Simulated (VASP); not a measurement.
The system is SnPt.

```
Sn Pt
1.0
     4.18487    0.00000    0.00000
    -2.09243    3.62420    0.00000
     0.00000    0.00000    5.51013
Sn Pt
2 2
Direct
  0.33333 0.66667 0.25000
  0.66667 0.33333 0.75000
  0.00000 0.00000 0.00000
  0.00000 0.00000 0.50000
```

| Item | Value |
| --- | --- |
| Program | VASP 6.6.1 |
| Task | relaxation of cell and atoms |
| Functional | LDA |
| Potentials or basis | VASP PAW LDA potentials, release 64 (Sn_d, Pt) |
| Cutoff | 600 eV |
| k mesh | 12 × 12 × 8 |
| Occupations | gaussian, width 0.1 eV |
| Spin | no spin polarisation |

At the start: pressure -8.2 GPa; volume 20.89 Å³/atom.

Question: Where does the relaxation end?

Answer: Over 9 steps the energy falls by 33.2 meV/atom and the volume is 19.66 Å³/atom (-5.9 %); space group P6_3/mmc (No. 194, to 0.05 Å).

The path:
```csv
step,energy change (eV),largest force (eV/Å),pressure (GPa),volume (Å³)
1,0.0000,0.0000,-8.16,83.57
2,0.2954,0.0000,20.36,71.35
3,-0.1316,0.0000,-0.33,78.86
4,-0.1317,0.0000,-0.07,78.74
5,-0.1317,0.0000,0.13,78.65
6,-0.1328,0.0000,0.16,78.55
7,-0.1328,0.0000,0.19,78.56
8,-0.1328,0.0000,-0.30,78.79
9,-0.1329,0.0000,-0.01,78.65
```

Final structure:
```
Sn Pt
1.0
     4.09618    0.00000    0.00000
    -2.04809    3.54740    0.00000
     0.00000    0.00000    5.41252
Sn Pt
2 2
Direct
  0.33333 0.66667 0.25000
  0.66667 0.33333 0.75000
  0.00000 0.00000 0.00000
  0.00000 0.00000 0.50000
```
